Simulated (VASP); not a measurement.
MgCd5S6:

```
Mg Cd S
1.0
     4.03463    0.00000    0.00000
    -2.01731    3.49409    0.00000
     0.00000    0.00000   19.76555
Mg Cd S
1 5 6
Direct
  0.00000 0.00000 0.50000
  0.00000 0.00000 0.00000
  0.33333 0.66667 0.83333
  0.66667 0.33333 0.66667
  0.33333 0.66667 0.33333
  0.66667 0.33333 0.16667
  0.66667 0.33333 0.91667
  0.00000 0.00000 0.75000
  0.33333 0.66667 0.58333
  0.66667 0.33333 0.41667
  0.00000 0.00000 0.25000
  0.33333 0.66667 0.08333
```

| Item | Value |
| --- | --- |
| Program | VASP 6.6.1 |
| Task | relaxation of cell and atoms |
| Functional | PBE |
| Potentials or basis | VASP PAW PBE potentials, release 64 (Mg, Cd, S) |
| Cutoff | 600 eV |
| k mesh | 6 × 6 × 1 |
| Occupations | gaussian, width 0.1 eV |
| Spin | no spin polarisation |

At the start: pressure -6.9 GPa; volume 23.22 Å³/atom.

Task: How do energy, volume and symmetry change on relaxing?

Result: Over 12 steps the energy falls by 75.5 meV/atom and the volume is 20.37 Å³/atom (-12.3 %); space group P-3m1 (No. 164, to 0.1 Å) before and after.

Step by step:
| step | energy change (eV) | largest force (eV/Å) | pressure (GPa) | volume (Å³) |
| --- | --- | --- | --- | --- |
| 1 | 0.0000 | 0.4132 | -6.93 | 278.64 |
| 2 | -0.8151 | 0.5506 | 1.57 | 240.08 |
| 3 | -0.8361 | 0.5299 | 0.12 | 244.67 |
| 4 | -0.8596 | 0.3607 | 0.10 | 244.54 |
| 5 | -0.8825 | 0.2522 | 0.10 | 244.22 |
| 6 | -0.8909 | 0.1425 | -0.10 | 244.84 |
| 7 | -0.8950 | 0.1312 | -0.36 | 245.67 |
| 8 | -0.8995 | 0.1014 | 0.19 | 243.76 |
| 9 | -0.8996 | 0.1008 | 0.20 | 243.73 |
| 10 | -0.9033 | 0.0659 | 0.11 | 243.98 |
| 11 | -0.9052 | 0.0585 | 0.00 | 244.34 |
| 12 | -0.9061 | 0.0299 | -0.02 | 244.41 |

Final structure:
```cif
data_structure
_symmetry_space_group_name_H-M 'P 1'
_symmetry_Int_Tables_number 1
_cell_length_a 3.8610
_cell_length_b 3.8610
_cell_length_c 18.9316
_cell_angle_alpha 90.000
_cell_angle_beta 90.000
_cell_angle_gamma 120.000
_cell_volume 244.41
loop_
_atom_site_label
_atom_site_type_symbol
_atom_site_fract_x
_atom_site_fract_y
_atom_site_fract_z
_atom_site_occupancy
Mg1 Mg 0.00000 0.00000 0.50000 1
Cd1 Cd 0.00000 0.00000 0.00000 1
Cd2 Cd 0.33333 0.66667 0.83121 1
Cd3 Cd 0.66667 0.33333 0.66209 1
Cd4 Cd 0.33333 0.66667 0.33791 1
Cd5 Cd 0.66667 0.33333 0.16879 1
S1 S 0.66667 0.33333 0.91577 1
S2 S 0.00000 0.00000 0.74642 1
S3 S 0.33333 0.66667 0.57662 1
S4 S 0.66667 0.33333 0.42338 1
S5 S 0.00000 0.00000 0.25358 1
S6 S 0.33333 0.66667 0.08423 1
```
